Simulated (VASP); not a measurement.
Input of a VASP 6.6.1 run:

The input INCAR:

```
PREC = Accurate
ENCUT = 520
EDIFF = 1E-6
ISMEAR = 0
SIGMA = 0.1
LREAL = False
LASPH = True
NELM = 60
ALGO = Normal
ISIF = 2
LWAVE = False
LCHARG = False
LDIPOL = True
IDIPOL = 3
DIPOL = 0.5 0.5 0.352
GGA = PE
NBANDS = 25
```

KPOINTS

```
regular mesh
0
Gamma
  10 10 1
```

Contents of POSCAR:

```
Ir3F
1.0
    2.7367600872      0.0000000000      0.0000000000
    0.0000000000      2.7367600872      0.0000000000
    0.0000000000      0.0000000000     19.1883373424
Ir F
3 1
Direct
    0.5000000000      0.5000000000      0.2084599582
    0.0000000000      0.0000000000      0.3045662607
    0.5000000000      0.5000000000      0.4006776202
    0.6666666667      0.6666666667      0.4953180221
```

Potentials or basis: VASP PAW PBE potentials, release 64 (Ir, F).

Launch:

```sh
$ cat potpaw_PBE.64/Ir/POTCAR potpaw_PBE.64/F/POTCAR > POTCAR
$ mpirun -np 1 vasp_std > vasp.out
```

(1) What does it give for the band gap on the k mesh?

(2) Estimate the largest force.

## Answers

(1) zero (band 17 reaches 0.09 eV, above the bottom of band 18 at -2.11 eV).

(2) 0.528 eV/Å.

Caveat: spin-orbit coupling is left out, which moves the levels of the heavy elements.
